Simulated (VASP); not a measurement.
# SiO2 (I-42d) in VASP: further runs, part 2 of 2

VASP 6.6.1.

## (5) Single point, PBE (strain +0.050 along x and y, +0.025 along z)

INCAR reads:

```
PREC = Accurate
ENCUT = 520
EDIFF = 1E-6
ISMEAR = 0
SIGMA = 0.05
LREAL = F
LASPH = T
NELM = 100
ALGO = Normal
ISIF = 2
LWAVE = F
LCHARG = T
GGA = PE
LELF = T
LVHAR = T
NBANDS = 25
```

KPOINTS reads:

```
Automatic mesh
0
Gamma
  6 6 6
```

POSCAR reads:

```
SiO2
1.0
   -2.6390377331      2.6390377331      3.7816254373
    2.6390377331     -2.6390377331      3.7816254373
    2.6390377331      2.6390377331     -3.7816254373
Si O
2 4
Direct
    0.0000000000      0.0000000000      0.0000000000
    0.7500000000      0.2500000000      0.5000000000
    0.9670112602      0.6250000000      0.8420112602
    0.3750000000      0.2170112602      0.3420112602
    0.7829887398      0.1250000000      0.1579887398
    0.8750000000      0.0329887398      0.6579887398
```

Potentials or basis: VASP PAW PBE potentials, release 64 (Si, O).

The run is started by

```sh
$ cat potpaw_PBE.64/Si/POTCAR potpaw_PBE.64/O/POTCAR > POTCAR
$ mpirun -np 1 vasp_std > vasp.out
```

OUTCAR:

```text
PREC = Accurate
   ENCUT = 520
   EDIFF = 1E-6
   ISMEAR = 0
   LREAL = F
   LASPH = T
   NELM = 100
   ISIF = 2
   GGA = PE

 ion  position               nearest neighbor table
   1  0.000  0.000  0.000-   3 1.69   4 1.69   5 1.69   6 1.69
   2  0.750  0.250  0.500-   4 1.69   3 1.69   5 1.69   6 1.69
   3  0.967  0.625  0.842-   1 1.69   2 1.69
   4  0.375  0.217  0.342-   2 1.69   1 1.69
   5  0.783  0.125  0.158-   1 1.69   2 1.69
   6  0.875  0.033  0.658-   1 1.69   2 1.69

  LATTYP: Found a body centered tetragonal cell.
 ALAT       =     5.2780754662
[... 878 lines left out ...]
  -------------------------------------------------------------------------------------
  Total       -9.8872154     -9.8872154     -8.7709441      0.0000000      0.0000000      0.0000000
  in kB     -150.3678099   -150.3678099   -133.3912135      0.0000000      0.0000000      0.0000000
  external PRESSURE =    -144.7089445 kB  Pullay stress =       0.0000000 kB

 VOLUME and BASIS-vectors are now :
 -----------------------------------------------------------------------------
  energy-cutoff  :      520.00
  volume of cell :      105.35
      direct lattice vectors                 reciprocal lattice vectors
    -2.639037733  2.639037733  3.781625437     0.000000000  0.189462998  0.132218277
     2.639037733 -2.639037733  3.781625437     0.189462998  0.000000000  0.132218277
     2.639037733  2.639037733 -3.781625437     0.189462998  0.189462998  0.000000000

 POSITION                                       TOTAL-FORCE (eV/Angst)
 -----------------------------------------------------------------------------------
      0.00000      0.00000      0.00000        -0.000000      0.000000      0.000000
      0.00000      2.63904      1.89081        -0.000000      0.000000     -0.000000
      1.31952      3.12468      2.83622        -0.000000     -1.011399      0.000000
      0.48564      1.31952      0.94541        -1.011399      0.000000      0.000000
     -1.31952      2.15340      2.83622        -0.000000      1.011399     -0.000000
     -0.48564      3.95856      0.94541         1.011399      0.000000     -0.000000
 -----------------------------------------------------------------------------------
    total drift:                               -0.000003     -0.000003     -0.000003

  FREE ENERGIE OF THE ION-ELECTRON SYSTEM (eV)
  ---------------------------------------------------
  free  energy   TOTEN  =       -46.8906967279 eV

  energy  without entropy=      -46.8906967279  energy(sigma->0) =      -46.89069673
```

OSZICAR:

```text
N       E                     dE             d eps       ncg     rms          rms(c)
DAV:   1     0.184008680852E+03    0.18401E+03   -0.15465E+04  1500   0.111E+03
DAV:   2    -0.384045610949E+02   -0.22241E+03   -0.21321E+03  2100   0.265E+02
DAV:   3    -0.526846958845E+02   -0.14280E+02   -0.14207E+02  2021   0.697E+01
DAV:   4    -0.528379698408E+02   -0.15327E+00   -0.15319E+00  1791   0.835E+00
DAV:   5    -0.528399377876E+02   -0.19679E-02   -0.19674E-02  1989   0.936E-01    0.179E+01
DAV:   6    -0.468524304465E+02    0.59875E+01   -0.20353E+01  1782   0.278E+01    0.842E+00
DAV:   7    -0.468835496639E+02   -0.31119E-01   -0.60467E-01  1801   0.447E+00    0.321E+00
DAV:   8    -0.468835154667E+02    0.34197E-04   -0.27998E-02  1988   0.156E+00    0.125E+00
DAV:   9    -0.468896929690E+02   -0.61775E-02   -0.16965E-02  1642   0.104E+00    0.300E-01
DAV:  10    -0.468907899864E+02   -0.10970E-02   -0.20515E-03  1691   0.262E-01    0.831E-02
DAV:  11    -0.468906926288E+02    0.97358E-04   -0.44602E-04  1933   0.141E-01    0.233E-02
DAV:  12    -0.468906966895E+02   -0.40608E-05   -0.15626E-05  1660   0.275E-02    0.143E-02
DAV:  13    -0.468906967279E+02   -0.38388E-07   -0.25644E-06  1525   0.118E-02
   1 F= -.46890697E+02 E0= -.46890697E+02  d E =-.132359E-14
```

Wall time 2.1 min (1 thread of Intel Xeon 8259CL, shared host); peak memory 0.25 GiB.

Results:

```yaml
Free_energy: -46.8907 eV
Pressure: -14.5 GPa
Largest_force: 1.011 eV/Å
Band_gap_on_the_k_mesh: 4.84 eV
```

Forces on the atoms (eV/Å):
```
Si   0.000  0.000  0.000
Si   0.000  0.000  0.000
O    0.000 -1.011  0.000
O   -1.011  0.000  0.000
O    0.000  1.011  0.000
O    1.011  0.000  0.000
```

Caveat: the cell differs from its parent crystal (strain +0.050 along x and y, +0.025 along z); the cell stands under tension; forces of over 1 eV/Å act on the atoms, so gaps and moduli don't describe the material at rest.

## (6) Single point, PBE (strain +0.050 along x and y, +0.050 along z)

INCAR reads:

```
PREC = Accurate
ENCUT = 520
EDIFF = 1E-7
ISMEAR = 0
SIGMA = 0.05
LREAL = False
LASPH = True
NELM = 80
ALGO = Normal
ISIF = 2
LWAVE = False
LCHARG = False
GGA = PE
NBANDS = 25
```

KPOINTS is that of step 5.

POSCAR, as its differences from that of step 5:

```diff
@@ -2,5 +2,5 @@
 1.0
-   -2.6390377331      2.6390377331      3.7816254373
-    2.6390377331     -2.6390377331      3.7816254373
-    2.6390377331      2.6390377331     -3.7816254373
+   -2.6390377331      2.6390377331      3.8738602040
+    2.6390377331     -2.6390377331      3.8738602040
+    2.6390377331      2.6390377331     -3.8738602040
 Si O
```

Potentials or basis: VASP PAW PBE potentials, release 64 (Si, O).

The run is started by

```sh
$ cat potpaw_PBE.64/Si/POTCAR potpaw_PBE.64/O/POTCAR > POTCAR
$ mpirun -np 1 vasp_std > vasp.out
```

It took 2.2 min on 1 thread of Intel Xeon 8259CL, shared host; peak memory 0.27 GiB.

The run converged. Its results:

```yaml
Free_energy: -46.6544 eV
Pressure: -16.4 GPa
Largest_force: 1.131 eV/Å
Band_gap_on_the_k_mesh: 4.62 eV
```

Forces in eV/Å, atoms in the order of the input:
```
Si   0.000  0.000  0.000
Si   0.000  0.000  0.000
O    0.000 -1.131  0.000
O   -1.131  0.000  0.000
O    0.000  1.131  0.000
O    1.131  0.000  0.000
```

Levels at points of the mesh, in eV from the valence-band top:
| k point | band 14 | band 15 | band 16 | band 17 | band 18 | band 19 |
| --- | --- | --- | --- | --- | --- | --- |
| (0.00, 0.00, 0.00) | -0.76 | 0.00 | 0.00 | 4.62 | 7.97 | 8.73 |
| (0.50, 0.00, 0.00) | -0.71 | -0.42 | -0.13 | 6.27 | 8.28 | 8.69 |
| (0.50, 0.50, 0.00) | -0.78 | -0.32 | -0.32 | 7.47 | 7.47 | 8.99 |
| (0.50, 0.50, 0.50) | -1.23 | -0.27 | -0.27 | 7.59 | 7.59 | 9.21 |

Caveat: the cell differs from its parent crystal (strain +0.050 along x and y, +0.050 along z); the cell stands under tension; forces of over 1 eV/Å act on the atoms, so gaps and moduli don't describe the material at rest.

## (7) The runs side by side

```tsv
cell	gap on the mesh (eV)	pressure (GPa)	largest force (eV/Å)
a = 5.251 Å, angles 121.2, 121.2, 87.9°, 6 atoms	5.22	-9.7	0.65
a = 5.248 Å, angles 119.6, 119.6, 90.7°, 6 atoms	5.04	-12.3	0.87
a = 5.318 Å, angles 122.0, 122.0, 86.5°, 6 atoms	5.01	-12.2	0.80
a = 5.313 Å, angles 120.4, 120.4, 89.2°, 6 atoms	4.84	-14.5	1.01
a = 5.379 Å, angles 121.2, 121.2, 87.9°, 6 atoms	4.62	-16.4	1.13
```

Alike in all rows: task single point; level PBE; potentials or basis VASP PAW PBE potentials, release 64 (Si, O); no spin polarisation; k mesh 6 × 6 × 6; cutoff (eV) 520; smearing gaussian 0.05 eV.

Caveats: the cell stands under tension; forces of over 1 eV/Å act on the atoms, so gaps and moduli don't describe the material at rest (at least some runs).

Absolute energies hang on the potentials; compare differences alone.
